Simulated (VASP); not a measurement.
Crystal: MnS.

```
CELL_PARAMETERS angstrom
0.00000 2.47346 2.47346
2.47346 0.00000 2.47346
2.47346 2.47346 0.00000
ATOMIC_POSITIONS crystal
Mn 0.00000 0.00000 0.00000
S 0.75000 0.75000 0.75000
```

* Program: VASP 6.6.1
* Task: relaxation of cell and atoms
* Functional: RPBE
* Dispersion: D4
* Potentials or basis: VASP PAW PBE potentials, release 64 (Mn_pv, S)
* Cutoff: 600 eV
* k mesh: 9 × 9 × 9
* Occupations: fermi-dirac, width 0.05 eV
* Spin: collinear spin, ferromagnetic start
* Starting moments: [4.0, 0.0] μB

At the start: pressure -5.1 GPa; volume 15.13 Å³/atom.

Problem. Where does the relaxation end?

Solution. Over 3 steps the energy falls by 8.9 meV/atom and the volume is 14.59 Å³/atom (-3.6 %); space group F-43m (No. 216, to 0.05 Å); moment 0.18 μB per cell.

Step by step:
| step | energy change (eV) | largest force (eV/Å) | pressure (GPa) | volume (Å³) |
| --- | --- | --- | --- | --- |
| 1 | 0.0000 | 0.0000 | -5.06 | 30.27 |
| 2 | -0.0016 | 0.0000 | 5.57 | 28.22 |
| 3 | -0.0177 | 0.0000 | 0.00 | 29.19 |

Final structure:
```
CELL_PARAMETERS angstrom
0.00000 2.44371 2.44371
2.44371 0.00000 2.44371
2.44371 2.44371 0.00000
ATOMIC_POSITIONS crystal
Mn 0.00000 0.00000 0.00000
S 0.75000 0.75000 0.75000
```

Caveat: the PAW data sets were made with another functional, which shifts forces and pressure a little; the moment fell far below its start of 4 μB, so a state of higher moment may lie lower in energy; pairwise dispersion overbinds metals, which lowers pressure and volume.
